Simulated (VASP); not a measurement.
# Co (P6_3/mmc) in VASP: notebook

Runs on Co. Level: PBEsol. Tasks: single point.

All numbers are computed with VASP 6.6.1; they aren't measurements. Logs are shortened: lines on timing, memory, paths and dates and some standing lists are left out, and cuts for length are marked.

## 1. The cell of the first run

The structure is hexagonal, space group P6_3/mmc (No. 194). Conventional cell: a = 2.070 Å, b = 2.070 Å, c = 3.354 Å, α = 90.00°, β = 90.00°, γ = 120.00°. Within 2.7 Å of Co (site symmetry -6m2) lie 12 Co at 2.06 to 2.07 Å.

## 2. Single point, PBEsol, collinear spin, ferromagnetic start

INCAR

```
ALGO = Normal
EDIFF = 1E-6
ENCUT = 520
GGA = PS
ISIF = 2
ISMEAR = -1
ISPIN = 2
LASPH = True
LCHARG = True
LELF = True
LMAXMIX = 4
LORBIT = 11
LREAL = False
LVHAR = True
LWAVE = False
MAGMOM = 1.7 1.7
NBANDS = 20
NELM = 150
PREC = Accurate
SIGMA = 0.05
```

KPOINTS

```
k-points
0
Gamma
  20 20 11
```

POSCAR

```
Co
1.0
    2.0704071404      0.0000000000      0.0000000000
   -1.0352035702      1.7930251798      0.0000000000
    0.0000000000      0.0000000000      3.3540514019
Co
2
Direct
    0.3333333333      0.6666666667      0.2500000000
    0.6666666667      0.3333333333      0.7500000000
```

Potentials or basis: VASP PAW PBE potentials, release 64 (Co).

Run with:

```sh
$ cat potpaw_PBE.64/Co/POTCAR > POTCAR
$ mpirun -np 1 vasp_std > vasp.out
```

OUTCAR:

```text
EDIFF = 1E-6
   ENCUT = 520
   GGA = PS
   ISIF = 2
   ISMEAR = -1
   ISPIN = 2
   LASPH = True
   LORBIT = 11
   LREAL = False
   NELM = 150
   PREC = Accurate

 ion  position               nearest neighbor table
   1  0.333  0.667  0.250-   2 2.06   2 2.06   2 2.06   2 2.06   2 2.06   2 2.06   2 2.92   2 2.92
                             2 2.92   2 2.92   2 2.92   2 2.92
   2  0.667  0.333  0.750-   1 2.06   1 2.06   1 2.06   1 2.06   1 2.06   1 2.06   1 2.92   1 2.92
                             1 2.92   1 2.92   1 2.92   1 2.92

  LATTYP: Found a hexagonal cell.
 ALAT       =     2.0704071404
 C/A-ratio  =     1.6199960561

  Lattice vectors:

 A1 = (   2.0704071404,   0.0000000000,   0.0000000000)
 A2 = (  -1.0352035702,   1.7930251798,   0.0000000000)
 A3 = (   0.0000000000,   0.0000000000,   3.3540514019)

Analysis of symmetry for initial positions (statically):
=====================================================================
 Subroutine PRICEL returns:
 Original cell was already a primitive cell.

 Routine SETGRP: Setting up the symmetry group for a
 hexagonal supercell.

 Subroutine GETGRP returns: Found 24 space group operations
 (whereof 12 operations were pure point group operations)
 out of a pool of 24 trial point group operations.

The static configuration has the point symmetry D_3d.
 The point group associated with its full space group is D_6h.

Analysis of symmetry for dynamics (positions and initial velocities):
=====================================================================
 Subroutine PRICEL returns:
 Original cell was already a primitive cell.

 Routine SETGRP: Setting up the symmetry group for a
 hexagonal supercell.

 Subroutine GETGRP returns: Found 24 space group operations
 (whereof 12 operations were pure point group operations)
 out of a pool of 24 trial point group operations.

The dynamic configuration has the point symmetry D_3d.
 The point group associated with its full space group is D_6h.

Analysis of structural, dynamic, and magnetic symmetry:
=====================================================================
 Subroutine PRICEL returns:
 Original cell was already a primitive cell.

 Routine SETGRP: Setting up the symmetry group for a
 hexagonal supercell.

 Subroutine GETGRP returns: Found 24 space group operations
 (whereof 12 operations were pure point group operations)
 out of a pool of 24 trial point group operations.

The overall configuration has the point symmetry D_3d.
 The point group associated with its full space group is D_6h.

 Subroutine INISYM returns: Found 24 space group operations
 (whereof 12 operations are pure point group operations),
 and found     1 'primitive' translations

----------------------------------------------------------------------------------------

                                     Primitive cell

  volume of cell :      12.4512

  direct lattice vectors                    reciprocal lattice vectors
     2.070407140  0.000000000  0.000000000     0.482996789  0.278858326  0.000000000
    -1.035203570  1.793025180  0.000000000     0.000000000  0.557716652  0.000000000
     0.000000000  0.000000000  3.354051402     0.000000000  0.000000000  0.298146892

  length of vectors
     2.070407140  2.070407140  3.354051402     0.557716652  0.557716652  0.298146892

  position of ions in fractional coordinates (direct lattice)
     0.333333333  0.666666667  0.250000000
     0.666666667  0.333333333  0.750000000

  ion indices of the primitive-cell ions
   primitive index   ion index
                 1           1
                 2           2

----------------------------------------------------------------------------------------

 KPOINTS: k-points

Automatic generation of k-mesh.
 Grid dimensions read from file:
 generate k-points for:   20   20   11

 Generating k-lattice:

  Cartesian coordinates                     Fractional coordinates (reciprocal lattice)
     0.024149839  0.013942916  0.000000000     0.050000000  0.000000000  0.000000000
     0.000000000  0.027885833  0.000000000     0.000000000  0.050000000  0.000000000
     0.000000000  0.000000000  0.027104263     0.000000000  0.000000000  0.090909091

  Length of vectors
     0.027885833  0.027885833  0.027104263

  Shift w.r.t. Gamma in fractional coordinates (k-lattice)
     0.000000000  0.000000000  0.000000000

 Subroutine IBZKPT returns following result:
 ===========================================

 Found    264 irreducible k-points:

 Following reciprocal coordinates:
            Coordinates               Weight
  0.000000  0.000000  0.000000      1.000000
  0.050000  0.000000  0.000000      6.000000
  0.100000 -0.000000  0.000000      6.000000
  0.150000  0.000000  0.000000      6.000000
  0.200000 -0.000000  0.000000      6.000000
  0.250000  0.000000  0.000000      6.000000
[... 16 lines left out ...]
  0.200000  0.100000  0.000000     12.000000
  0.250000  0.100000  0.000000     12.000000
 [... further k-points ...]
   k-points           NKPTS =    264   k-points in BZ     NKDIM =    264   number of bands    NBANDS=     20
   number of dos      NEDOS =    301   number of ions     NIONS =      2
   total plane-waves  NPLWV =   7168
   dimension x,y,z NGX =    16 NGY =   16 NGZ =   28
   dimension x,y,z NGXF=    32 NGYF=   32 NGZF=   56
   ions per type =               2
   NGX,Y,Z   is equivalent  to a cutoff of  12.85, 12.85, 13.88 a.u.
   NGXF,Y,Z  is equivalent  to a cutoff of  25.69, 25.69, 27.76 a.u.
 SYSTEM =  unknown system
   PREC   = accura    normal or accurate (medium, high low for compatibility)
   ISTART =      0    job   : 0-new  1-cont  2-samecut
   ICHARG =      2    charge: 1-file 2-atom 10-const
   ISPIN  =      2    spin polarized calculation?
   LNONCOLLINEAR =      F non collinear calculations
   LSORBIT =      F    spin-orbit coupling
   LASPH  =      T    aspherical Exc in radial PAW
   ENCUT  =  520.0 eV  38.22 Ry    6.18 a.u.   3.85  3.85  6.24*2*pi/ulx,y,z
   NELM   =    150;   NELMIN=  2; NELMDL= -5     # of ELM steps
   EDIFF  = 0.1E-05   stopping-criterion for ELM
   LREAL  =      F    real-space projection
   EDIFFG = 0.1E-04   stopping-criterion for IOM
   NSW    =      0    number of steps for IOM
   IBRION =     -1    ionic relax: 0-MD 1-quasi-New 2-CG
   NFREE  =      0    steps in history (QN), initial steepest desc. (CG)
   ISIF   =      2    stress and relaxation
   ISYM   =      2    0-nonsym 1-usesym 2-fastsym
   POTIM  = 0.5000    time-step for ionic-motion
   TEBEG  =    0.0;   TEEND  =   0.0 temperature during run
   PSTRESS=    0.0 pullay stress
   NELECT =      18.0000    total number of electrons
   NUPDOWN=      -1.0000    fix difference up-down
   EMIN   =  10.00;   EMAX   =-10.00  energy-range for DOS
   EFERMI =   0.00;   METHOD = LEGACY
   ISMEAR =    -1;   SIGMA  =   0.05  broadening in eV -4-tet -1-fermi 0-gaus
   EFERMI_NEDOS =   21; number of points for ismear=-14 and -15
   IALGO  =     38    algorithm
   IMIX   =      4    mixing-type and parameters
     AMIX     =   0.40;   BMIX     =  1.00
     AMIX_MAG =   1.60;   BMIX_MAG =  1.00
  volume/ion in A,a.u.               =       6.23        42.01
  Fermi-wavevector in a.u.,A,eV,Ry     =   1.851094  3.498060 46.621009  3.426548
  Thomas-Fermi vector in A             =   2.901136
   LORBIT       =     11    0 simple, 1 ext, 2 COOP (PROOUT), +10 PAW based schemes
   GGA     = PS    functional components
   LHFCALC =     F    Hartree Fock is set to
   AEXX    =    0.0000 exact exchange contribution
   IVDW    =     0    specifies the selected vdW correction
   LEPSILON=     F    determine dielectric tensor
   LRPA    =     F    only Hartree local field effects (RPA)
 spin polarized calculation
  energy-cutoff  :      520.00
  volume of cell :       12.45
 maximum number of plane-waves:       346
 NGX is ok and might be reduce to    16
   NGX =  7   NGY =  7   NGZ = 13

 number of electron      18.0000006 magnetization       0.0010272

 Free energy of the ion-electron system (eV)
  ---------------------------------------------------
  ext. energy  EPLUGINS =         0.00000000
  ---------------------------------------------------
  free energy    TOTEN  =        -9.43097868 eV

  energy without entropy =       -9.40990197  energy(sigma->0) =       -9.42044032

 E-fermi :  21.3157     XC(G=0): -17.2152

 val. band max:       21.3134930612   @ k =   0.4000   0.2000   0.2727
 cond. band min:      21.3165201319   @ k =   0.3500   0.1500   0.3636
 fundamental gap:      0.0030270707
 Fermi energy:        21.3156872473

 spin component 1

 k-point     1 :       0.0000    0.0000    0.0000
  band No.  band energies     occupation
      1       8.3817      1.00000
      2      12.0878      1.00000
      3      17.1463      1.00000
      4      17.1988      1.00000
      5      17.1988      1.00000
      6      18.0135      1.00000
[... 12 lines left out ...]
     19      57.9443      0.00000
     20      58.4426      0.00000
[... 507 lines left out ...]
 k-point    24 :       0.2500    0.1000    0.0000
  band No.  band energies     occupation
      1      12.4257      1.00000
      2      13.5432      1.00000
      3      14.1390      1.00000
      4      15.3044      1.00000
      5      16.9962      1.00000
      6      17.4358      1.00000
[... 12 lines left out ...]
     19      55.9776      0.00000
     20      57.1858      0.00000

 [... further k-points ...]

 spin component 2

 k-point     1 :       0.0000    0.0000    0.0000
  band No.  band energies     occupation
      1       8.3818      1.00000
      2      12.0881      1.00000
      3      17.1468      1.00000
      4      17.1993      1.00000
      5      17.1993      1.00000
      6      18.0140      1.00000
[... 12 lines left out ...]
     19      58.4428      0.00000
     20      58.4428      0.00000
[... 507 lines left out ...]
 k-point    24 :       0.2500    0.1000    0.0000
  band No.  band energies     occupation
      1      12.4258      1.00000
      2      13.5436      1.00000
      3      14.1393      1.00000
      4      15.3047      1.00000
      5      16.9966      1.00000
      6      17.4362      1.00000
[... 12 lines left out ...]
     19      55.9779      0.00000
     20      57.1869      0.00000

 [... further k-points ...]
[... 5 lines left out ...]
  --------------------------------------------------------------------------------------
  -------------------------------------------------------------------------------------
  Total       30.0722603     30.0722603     30.0344223     -0.0000000     -0.0000000      0.0000000
  in kB     3869.5885995   3869.5885996   3864.7197491     -0.0000000     -0.0000000      0.0000000
  external PRESSURE =    3867.9656494 kB  Pullay stress =       0.0000000 kB

 VOLUME and BASIS-vectors are now :
 -----------------------------------------------------------------------------
  energy-cutoff  :      520.00
  volume of cell :       12.45
      direct lattice vectors                 reciprocal lattice vectors
     2.070407140  0.000000000  0.000000000     0.482996789  0.278858326  0.000000000
    -1.035203570  1.793025180  0.000000000     0.000000000  0.557716652  0.000000000
     0.000000000  0.000000000  3.354051402     0.000000000  0.000000000  0.298146892

 POSITION                                       TOTAL-FORCE (eV/Angst)
 -----------------------------------------------------------------------------------
     -0.00000      1.19535      0.83851         0.000000     -0.000000      0.000000
      1.03520      0.59768      2.51554        -0.000000      0.000000      0.000000
 -----------------------------------------------------------------------------------
    total drift:                               -0.000000      0.000000     -0.000000

  FREE ENERGIE OF THE ION-ELECTRON SYSTEM (eV)
  ---------------------------------------------------
  free  energy   TOTEN  =        -9.4309786809 eV

  energy  without entropy=       -9.4099019652  energy(sigma->0) =       -9.42044032

 total charge

# of ion       s       p       d       tot
------------------------------------------
    1        0.824   1.250   8.021  10.096
    2        0.824   1.250   8.021  10.096
--------------------------------------------------
tot          1.648   2.501  16.043  20.192

 magnetization (x)

# of ion       s       p       d       tot
------------------------------------------
    1       -0.000  -0.000   0.000   0.000
    2       -0.000  -0.000   0.000   0.000
--------------------------------------------------
tot         -0.000  -0.000   0.001   0.001
```

It took 3.5 min on 1 thread of Intel Xeon 8259CL, shared host; peak memory 0.21 GiB.

Results:

```yaml
Free_energy: -9.4310 eV
Pressure: 386.8 GPa
Band_gap_on_the_k_mesh: zero (filled and empty bands overlap)
Net_moment: 0.00 μB per cell
```

Stress tensor (GPa, compression positive):
```
386.96   0.00   0.00
  0.00 386.96   0.00
  0.00   0.00 386.47
```

Caveat: the cell stands under pressure; the moments typed at the start vanished in this run; the PAW data sets were made with another functional, which shifts forces and pressure a little.

## 3. Single point, PBEsol, collinear spin, ferromagnetic start (6.23 Å³/atom)

INCAR

```
SYSTEM = Co
PREC     = Accurate       ! precision mode
ENCUT    = 520            ! plane-wave cutoff, eV
EDIFF    = 1E-6           ! SCF threshold, eV
ISMEAR   = -1             ! smearing method
SIGMA    = 0.05           ! smearing width, eV
LREAL    = .False.        ! projectors in reciprocal space
LASPH    = .True.         ! aspherical terms in the spheres
NELM     = 150            ! most SCF steps
ALGO     = Normal         ! electronic algorithm
ISIF     = 2              ! what is computed and relaxed
LWAVE    = .False.        ! write WAVECAR
LCHARG   = .False.        ! write CHGCAR
ISPIN    = 2              ! spin polarisation
MAGMOM   = 1.7 1.7        ! initial moments
LORBIT   = 11             ! projections on sites
LMAXMIX  = 4              ! l up to which the mixer works
GGA      = PS             ! functional
NBANDS   = 20             ! bands
```

KPOINTS

```
regular mesh
0
Gamma
  20 20 11
  0 0 0
```

POSCAR is that of step 2.

Potentials or basis: VASP PAW PBE potentials, release 64 (Co).

Run with:

```sh
$ cat potpaw_PBE.64/Co/POTCAR > POTCAR
$ mpirun -np 1 vasp_std > vasp.out
```

Run time: 3.1 min. Hardware: 1 thread of Intel Xeon 8259CL, shared host; peak memory 0.21 GiB.

Results (log left out):

```yaml
Free_energy: -9.4310 eV
Pressure: 386.8 GPa
Band_gap_on_the_k_mesh: zero (filled and empty bands overlap)
Net_moment: 0.00 μB per cell
```

Stress tensor (GPa, compression positive):
```
386.96   0.00   0.00
  0.00 386.96   0.00
  0.00   0.00 386.47
```

Levels at points of the mesh, in eV from the Fermi level:
Spin up:
```tsv
k point	band 5	band 6	band 7	band 8	band 9	band 10	band 11	band 12	band 13	band 14
(0.00, 0.00, 0.00)	-4.12	-3.30	-3.30	-2.43	-2.43	-0.40	0.16	0.16	12.96	25.63
(0.50, 0.00, 0.00)	-3.90	-3.88	-3.08	0.56	0.79	0.93	3.65	7.20	15.29	16.70
```
Spin down:
```tsv
k point	band 6	band 7	band 8	band 9	band 10	band 11	band 12	band 13
(0.00, 0.00, 0.00)	-3.30	-3.30	-2.43	-2.43	-0.40	0.16	0.16	12.96
(0.50, 0.00, 0.00)	-3.88	-3.08	0.56	0.79	0.93	3.65	7.20	15.29
```

Caveat: the cell stands under pressure; the moments typed at the start vanished in this run; the PAW data sets were made with another functional, which shifts forces and pressure a little.

(Part 1 of 2 ends here.)
